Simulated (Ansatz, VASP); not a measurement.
RbBr: VASP beside Ansatz

```xyz
2
Lattice="0.0000 3.4608 3.4608 3.2708 0.0000 3.4608 3.2708 3.4608 0.0000" Properties=species:S:1:pos:R:3 pbc="T T T"
Rb    0.0000    0.0000    0.0000
Br    3.2708    3.4608    3.4608
```

Change from the starting cell: uniaxial_x strain -5.5%.

Alike in both runs: task single point; functional HSE06; k mesh 4 × 4 × 4; no spin polarisation.

```csv
,VASP,Ansatz
version,VASP 6.6.1,Ansatz 0.2.0
potentials or method,"VASP PAW PBE potentials, release 64 (Rb_sv, Br)","plane waves, PAW"
plane-wave cutoff (eV),520,420
occupations,"gaussian, width 0.01 eV",fixed
valence electrons in the cell,16,16
```

```csv
,VASP,Ansatz,Ansatz less VASP
gap on the k mesh at the Fermi level (eV),5.53,5.53,+0.002
pressure (GPa),1.4,1.4,-0.02
"traceless stress, the component that is largest in VASP (GPa)",1.62,1.61,-0.014
```

Ansatz's warnings: stress exchange threshold loose, stress scf threshold loose.
